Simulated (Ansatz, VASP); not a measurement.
## Sc3Al: VASP beside Ansatz

The input POSCAR:

```
Sc3Al
1.0
    4.1658764811      0.0000000000      0.0000000000
    0.0000000000      4.1658764811      0.0000000000
    0.0000000000      0.0000000000      4.9990517773
Sc Al
3 1
Direct
    0.5000000000      0.0000000000      0.5000000000
    0.0000000000      0.5000000000      0.5000000000
    0.5000000000      0.5000000000      0.0000000000
    0.0000000000      0.0000000000      0.0000000000
```

INCAR.step1

```
SYSTEM = Sc3Al
PREC     = Accurate       ! precision mode
ENCUT    = 520            ! plane-wave cutoff, eV
ISMEAR   = 0              ! smearing method
SIGMA    = 0.15           ! smearing width, eV
LREAL    = .FALSE.        ! projectors in reciprocal space
LASPH    = .TRUE.         ! aspherical terms in the spheres
NELM     = 100            ! most SCF steps
NBANDS   = 26             ! bands
GGA      = PE             ! functional
ALGO     = Normal         ! electronic algorithm
EDIFF    = 1E-4           ! SCF threshold, eV
LWAVE    = .TRUE.         ! write WAVECAR
LCHARG   = .FALSE.        ! write CHGCAR
```

File INCAR.step2:

```
SYSTEM = Sc3Al
PREC     = Accurate       ! precision mode
ENCUT    = 520            ! plane-wave cutoff, eV
EDIFF    = 1E-6           ! SCF threshold, eV
ISMEAR   = 0              ! smearing method
SIGMA    = 0.15           ! smearing width, eV
LREAL    = .FALSE.        ! projectors in reciprocal space
LASPH    = .TRUE.         ! aspherical terms in the spheres
NELM     = 100            ! most SCF steps
ALGO     = Normal         ! electronic algorithm
ISIF     = 2              ! what is computed and relaxed
LWAVE    = .FALSE.        ! write WAVECAR
LCHARG   = .FALSE.        ! write CHGCAR
METAGGA  = R2SCAN         ! meta-GGA
LMIXTAU  = .TRUE.       
NBANDS   = 26             ! bands
ISTART   = 1
```

File KPOINTS:

```
regular mesh
0
G
  12 12 12
  0 0 0
```

Input for Ansatz:

```yaml
crystal:
  lattice:
    - [4.1658764811, 0.0, 0.0]
    - [0.0, 4.1658764811, 0.0]
    - [0.0, 0.0, 4.9990517773]
  atoms:
    - { symbol: Sc, position: [0.5, 0.0, 0.5] }
    - { symbol: Sc, position: [0.0, 0.5, 0.5] }
    - { symbol: Sc, position: [0.5, 0.5, 0.0] }
    - { symbol: Al, position: [0.0, 0.0, 0.0] }
basis:
  ecutwfc: 500
kpoints:
  mp_grid: { grid: [12, 12, 12] }
hamiltonian:
  xc: r2scan
scf:
  occupations: { method: gaussian, width: 0.15 }
output:
  forces: true
  stress: true
  eigenvalues: true
  write_density: true
  write_potential: true
  elf: true
  volumetric_format: npy
```

Alike in both runs: task single point; functional r2SCAN; k mesh 12 × 12 × 12; occupations gaussian, width 0.15 eV; no spin polarisation.

|  | VASP | Ansatz |
| --- | --- | --- |
| version | VASP 6.6.1 | Ansatz 0.2.0 |
| potentials or method | VASP PAW PBE potentials, release 64 (Sc_sv, Al), cutoff 520 eV | scalar-relativistic, plane waves, PAW |
| valence electrons in the cell | 36 | 36 |

|  | VASP | Ansatz | Ansatz less VASP |
| --- | --- | --- | --- |
| gap on the k mesh at the Fermi level (eV) | none | none | - |
| pressure (GPa) | 0.8 | 0.6 | -0.20 |
| traceless stress, the component that is largest in VASP (GPa) | -8.43 | -8.39 | +0.041 |

VASP's potentials were made for PBE, not for r2SCAN. A gap of «none» marks a metal or a gap that the smearing closes.
